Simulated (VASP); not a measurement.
# AlB2P3 (P3m1) in VASP: notebook

AlB2P3 is run at these levels: PBE; tasks: single point.

Program: VASP 6.6.1. These are calculated values, not measurements. Logs are shortened: lines on timing, memory, paths and dates and some standing lists are left out, and cuts for length are marked.

### 1 The cell of the first run

Symmetry: P3m1, No. 156, trigonal system. Conventional cell: a = 3.417 Å, b = 3.417 Å, c = 8.643 Å, α = 90.00°, β = 90.00°, γ = 120.00°. Al (site symmetry 3m) has 4 P at 2.24 to 2.39 Å within 3.0 Å. Within 2.6 Å of B (site symmetry 3m) lie 4 P at 1.98 to 2.07 Å. B (site symmetry 3m) has 4 P at 1.97 to 2.07 Å within 2.6 Å. Within 2.6 Å of P (site symmetry 3m) lie 1 B at 1.98 Å and 3 Al at 2.24 Å. P (site symmetry 3m) has 3 B at 2.07 Å and 1 Al at 2.39 Å within 2.7 Å. P (site symmetry 3m) has 4 B at 1.97 to 2.07 Å within 2.6 Å.

### 2 Single point, PBE

The input, INCAR:

```
  ALGO = Normal
  EDIFF = 1E-6
  ENCUT = 520
  GGA = PE
  ISIF = 2
  ISMEAR = 0
  LASPH = True
  LCHARG = False
  LREAL = False
  LWAVE = False
  NBANDS = 21
  NELM = 80
  PREC = Accurate
  SIGMA = 0.1
```

The input, KPOINTS:

```
k-points
0
Gamma
  6 6 2
```

The input, POSCAR:

```
AlB2P3
1.0
    3.4171684944      0.0000000028      0.0000000000
   -1.7085842497      2.9593547238      0.0000000000
    0.0000000000      0.0000000000      8.6434621542
Al B P
1 2 3
Direct
    0.6666666667      0.3333333333      0.3374598709
    0.0000000000      0.0000000000     -0.0146147998
    0.3333333333      0.6666666667      0.6858767645
    0.0000000000      0.0000000000      0.2139079377
    0.6666666667      0.3333333333      0.6134763393
    0.3333333333      0.6666666667      0.9138938875
```

Potentials or basis: VASP PAW PBE potentials, release 64 (Al, B, P).

Launch:

```sh
$ cat potpaw_PBE.64/Al/POTCAR potpaw_PBE.64/B/POTCAR potpaw_PBE.64/P/POTCAR > POTCAR
$ mpirun -np 1 vasp_std > vasp.out
```

OUTCAR:

```text
EDIFF = 1E-6
   ENCUT = 520
   GGA = PE
   ISIF = 2
   ISMEAR = 0
   LASPH = True
   LREAL = False
   NELM = 80
   PREC = Accurate

 ion  position               nearest neighbor table
   1  0.667  0.333  0.337-   4 2.24   4 2.24   4 2.24   5 2.39
   2  0.000  0.000  0.985-   4 1.98   6 2.07   6 2.07   6 2.07
   3  0.333  0.667  0.686-   6 1.97   5 2.07   5 2.07   5 2.07
   4  0.000  0.000  0.214-   2 1.98   1 2.24   1 2.24   1 2.24
   5  0.667  0.333  0.613-   3 2.07   3 2.07   3 2.07   1 2.39
   6  0.333  0.667  0.914-   3 1.97   2 2.07   2 2.07   2 2.07

  LATTYP: Found a hexagonal cell.
 ALAT       =     3.4171684944
 C/A-ratio  =     2.5294222888

  Lattice vectors:

 A1 = (   3.4171684944,   0.0000000028,   0.0000000000)
 A2 = (  -1.7085842497,   2.9593547238,   0.0000000000)
 A3 = (   0.0000000000,   0.0000000000,   8.6434621542)

Analysis of symmetry for initial positions (statically):
=====================================================================
 Subroutine PRICEL returns:
 Original cell was already a primitive cell.

 Routine SETGRP: Setting up the symmetry group for a
 hexagonal supercell.

 Subroutine GETGRP returns: Found  6 space group operations
 (whereof  6 operations were pure point group operations)
 out of a pool of 24 trial point group operations.

The static configuration has the point symmetry C_3v.

Analysis of symmetry for dynamics (positions and initial velocities):
=====================================================================
 Subroutine PRICEL returns:
 Original cell was already a primitive cell.

 Routine SETGRP: Setting up the symmetry group for a
 hexagonal supercell.

 Subroutine GETGRP returns: Found  6 space group operations
 (whereof  6 operations were pure point group operations)
 out of a pool of 24 trial point group operations.

The dynamic configuration has the point symmetry C_3v.

 Subroutine INISYM returns: Found  6 space group operations
 (whereof  6 operations are pure point group operations),
 and found     1 'primitive' translations

----------------------------------------------------------------------------------------

                                     Primitive cell

  volume of cell :      87.4080

  direct lattice vectors                    reciprocal lattice vectors
     3.417168494  0.000000003  0.000000000     0.292639945  0.168955751  0.000000000
    -1.708584250  2.959354724  0.000000000    -0.000000000  0.337911502  0.000000000
     0.000000000  0.000000000  8.643462154     0.000000000  0.000000000  0.115694381

  length of vectors
     3.417168494  3.417168494  8.643462154     0.337911502  0.337911502  0.115694381

  position of ions in fractional coordinates (direct lattice)
     0.666666667  0.333333333  0.337459871
     0.000000000  0.000000000  0.985385200
     0.333333333  0.666666667  0.685876765
     0.000000000  0.000000000  0.213907938
     0.666666667  0.333333333  0.613476339
     0.333333333  0.666666667  0.913893888

  ion indices of the primitive-cell ions
   primitive index   ion index
                 1           1
                 2           2
                 3           3
                 4           4
                 5           5
                 6           6

----------------------------------------------------------------------------------------

 KPOINTS: k-points

Automatic generation of k-mesh.
 Grid dimensions read from file:
 generate k-points for:    6    6    2

 Generating k-lattice:

  Cartesian coordinates                     Fractional coordinates (reciprocal lattice)
     0.048773324  0.028159292  0.000000000     0.166666667  0.000000000  0.000000000
    -0.000000000  0.056318584  0.000000000    -0.000000000  0.166666667  0.000000000
     0.000000000  0.000000000  0.057847190     0.000000000  0.000000000  0.500000000

  Length of vectors
     0.056318584  0.056318584  0.057847190

  Shift w.r.t. Gamma in fractional coordinates (k-lattice)
     0.000000000  0.000000000  0.000000000

 Subroutine IBZKPT returns following result:
 ===========================================

 Found     14 irreducible k-points:

 Following reciprocal coordinates:
            Coordinates               Weight
  0.000000  0.000000  0.000000      1.000000
  0.166667  0.000000  0.000000      6.000000
  0.333333  0.000000  0.000000      6.000000
  0.500000  0.000000  0.000000      3.000000
  0.166667  0.166667  0.000000      6.000000
  0.333333  0.166667  0.000000     12.000000
  0.333333  0.333333  0.000000      2.000000
  0.000000  0.000000  0.500000      1.000000
  0.166667  0.000000  0.500000      6.000000
  0.333333  0.000000  0.500000      6.000000
  0.500000  0.000000  0.500000      3.000000
  0.166667  0.166667  0.500000      6.000000
  0.333333  0.166667  0.500000     12.000000
  0.333333  0.333333  0.500000      2.000000
   k-points           NKPTS =     14   k-points in BZ     NKDIM =     14   number of bands    NBANDS=     21
   number of dos      NEDOS =    301   number of ions     NIONS =      6
   total plane-waves  NPLWV =  50176
   dimension x,y,z NGX =    28 NGY =   28 NGZ =   64
   dimension x,y,z NGXF=    56 NGYF=   56 NGZF=  128
   ions per type =               1   2   3
   NGX,Y,Z   is equivalent  to a cutoff of  13.62, 13.62, 12.31 a.u.
   NGXF,Y,Z  is equivalent  to a cutoff of  27.24, 27.24, 24.62 a.u.
 SYSTEM =  unknown system
   PREC   = accura    normal or accurate (medium, high low for compatibility)
   ISTART =      0    job   : 0-new  1-cont  2-samecut
   ICHARG =      2    charge: 1-file 2-atom 10-const
   ISPIN  =      1    spin polarized calculation?
   LNONCOLLINEAR =      F non collinear calculations
   LSORBIT =      F    spin-orbit coupling
   LASPH  =      T    aspherical Exc in radial PAW
   ENCUT  =  520.0 eV  38.22 Ry    6.18 a.u.   6.35  6.35 16.07*2*pi/ulx,y,z
   NELM   =     80;   NELMIN=  2; NELMDL= -5     # of ELM steps
   EDIFF  = 0.1E-05   stopping-criterion for ELM
   LREAL  =      F    real-space projection
   EDIFFG = 0.1E-04   stopping-criterion for IOM
   NSW    =      0    number of steps for IOM
   IBRION =     -1    ionic relax: 0-MD 1-quasi-New 2-CG
   NFREE  =      0    steps in history (QN), initial steepest desc. (CG)
   ISIF   =      2    stress and relaxation
   ISYM   =      2    0-nonsym 1-usesym 2-fastsym
   POTIM  = 0.5000    time-step for ionic-motion
   TEBEG  =    0.0;   TEEND  =   0.0 temperature during run
   PSTRESS=    0.0 pullay stress
   NELECT =      24.0000    total number of electrons
   NUPDOWN=      -1.0000    fix difference up-down
   EMIN   =  10.00;   EMAX   =-10.00  energy-range for DOS
   EFERMI =   0.00;   METHOD = LEGACY
   ISMEAR =     0;   SIGMA  =   0.10  broadening in eV -4-tet -1-fermi 0-gaus
   EFERMI_NEDOS =   21; number of points for ismear=-14 and -15
   IALGO  =     38    algorithm
   IMIX   =      4    mixing-type and parameters
     AMIX     =   0.40;   BMIX     =  1.00
     AMIX_MAG =   1.60;   BMIX_MAG =  1.00
  volume/ion in A,a.u.               =      14.57        98.31
  Fermi-wavevector in a.u.,A,eV,Ry     =   1.064049  2.010761 15.404513  1.132200
  Thomas-Fermi vector in A             =   2.199554
   LORBIT       =      0    0 simple, 1 ext, 2 COOP (PROOUT), +10 PAW based schemes
   GGA     = PE    functional components
   LHFCALC =     F    Hartree Fock is set to
   AEXX    =    0.0000 exact exchange contribution
   IVDW    =     0    specifies the selected vdW correction
   LEPSILON=     F    determine dielectric tensor
   LRPA    =     F    only Hartree local field effects (RPA)
 non-spin polarized calculation
 Gauss-broadening in eV      SIGMA  =   0.10
  energy-cutoff  :      520.00
  volume of cell :       87.41
 maximum number of plane-waves:      2377
 NGX is ok and might be reduce to    28
   NGX = 13   NGY = 13   NGZ = 33

 number of electron      24.0000000 magnetization

 Free energy of the ion-electron system (eV)
  ---------------------------------------------------
  ext. energy  EPLUGINS =         0.00000000
  ---------------------------------------------------
  free energy    TOTEN  =       -34.67038143 eV

  energy without entropy =      -34.66925662  energy(sigma->0) =      -34.66981902

 E-fermi :   7.3175     XC(G=0): -10.1924

 val. band max:        7.2126655052   @ k =   0.0000   0.0000   0.0000
 cond. band min:       7.4357908012   @ k =   0.5000   0.0000   0.0000
 fundamental gap:      0.2231252960
 Fermi energy:         7.3175282999

 k-point     1 :       0.0000    0.0000    0.0000
  band No.  band energies     occupation
      1      -7.8750      2.00000
      2      -6.3501      2.00000
      3      -5.4865      2.00000
      4      -0.2487      2.00000
      5       0.6218      2.00000
      6       4.4227      2.00000
[... 13 lines left out ...]
     20      12.2105      0.00000
     21      12.4977      0.00000

 k-point     2 :       0.1667    0.0000    0.0000
  band No.  band energies     occupation
      1      -7.4991      2.00000
      2      -5.9951      2.00000
      3      -5.1358      2.00000
      4      -0.0724      2.00000
      5       0.8363      2.00000
      6       2.5305      2.00000
[... 13 lines left out ...]
     20      11.8897      0.00000
     21      12.5764      0.00000

 k-point     3 :       0.3333    0.0000    0.0000
  band No.  band energies     occupation
      1      -6.4306      2.00000
      2      -5.0471      2.00000
      3      -4.2689      2.00000
      4      -0.8048      2.00000
      5       0.0835      2.00000
      6       1.3851      2.00000
[... 13 lines left out ...]
     20      12.7977      0.00000
     21      13.1221      0.00000
[... 217 lines left out ...]
 k-point    13 :       0.3333    0.1667    0.5000
  band No.  band energies     occupation
      1      -5.4441      2.00000
      2      -4.5930      2.00000
      3      -3.6955      2.00000
      4      -1.2590      2.00000
      5      -0.7012      2.00000
      6       0.8057      2.00000
[... 13 lines left out ...]
     20      12.9758      0.00000
     21      13.5310      0.00000

 k-point    14 :       0.3333    0.3333    0.5000
  band No.  band energies     occupation
      1      -4.5884      2.00000
      2      -4.1344      2.00000
      3      -3.8725      2.00000
      4      -1.2001      2.00000
      5      -1.0850      2.00000
      6       0.2014      2.00000
[... 13 lines left out ...]
     20      13.3750      0.00000
     21      13.8381      0.00000

------------------------ aborting loop because EDIFF is reached ----------------------------------------

  FORCE on cell =-STRESS in cart. coord.  units (eV):
  Direction    XX          YY          ZZ          XY          YZ          ZX
  --------------------------------------------------------------------------------------
  -------------------------------------------------------------------------------------
  Total       -0.0512013     -0.0512013     -0.1121338      0.0000000      0.0000000     -0.0000000
  in kB       -0.9385124     -0.9385124     -2.0553988      0.0000000      0.0000000     -0.0000000
  external PRESSURE =      -1.3108078 kB  Pullay stress =       0.0000000 kB

 VOLUME and BASIS-vectors are now :
 -----------------------------------------------------------------------------
  energy-cutoff  :      520.00
  volume of cell :       87.41
      direct lattice vectors                 reciprocal lattice vectors
     3.417168494  0.000000003  0.000000000     0.292639945  0.168955751  0.000000000
    -1.708584250  2.959354724  0.000000000    -0.000000000  0.337911502  0.000000000
     0.000000000  0.000000000  8.643462154     0.000000000  0.000000000  0.115694381

 POSITION                                       TOTAL-FORCE (eV/Angst)
 -----------------------------------------------------------------------------------
      1.70858      0.98645      2.91682         0.000000      0.000000     -0.027368
      0.00000      0.00000      8.51714        -0.000000      0.000000      0.011893
     -0.00000      1.97290      5.92835        -0.000000      0.000000      0.005722
      0.00000      0.00000      1.84891         0.000000      0.000000      0.009345
      1.70858      0.98645      5.30256         0.000000     -0.000000      0.004556
     -0.00000      1.97290      7.89921        -0.000000      0.000000     -0.004148
 -----------------------------------------------------------------------------------
    total drift:                                0.000000     -0.000000      0.000119

  FREE ENERGIE OF THE ION-ELECTRON SYSTEM (eV)
  ---------------------------------------------------
  free  energy   TOTEN  =       -34.6703814312 eV

  energy  without entropy=      -34.6692566153  energy(sigma->0) =      -34.66981902
```

Wall time 55 s (1 thread of AMD EPYC 7R13, shared host); peak memory 0.18 GiB.

What came out:

| Property | Result |
| --- | --- |
| Free energy | -34.6704 eV |
| Pressure | -0.1 GPa |
| Largest force | 0.027 eV/Å |
| Band gap on the k mesh | 0.22 eV, indirect (least direct gap 1.48 eV) |

Forces on the atoms (eV/Å):
```
Al   0.000  0.000 -0.027
B    0.000  0.000  0.012
B    0.000  0.000  0.006
P    0.000  0.000  0.009
P    0.000  0.000  0.005
P    0.000  0.000 -0.004
```

Stress tensor (GPa, compression positive):
```
-0.09  0.00  0.00
 0.00 -0.09  0.00
 0.00  0.00 -0.21
```

[end of part 1 of 2]
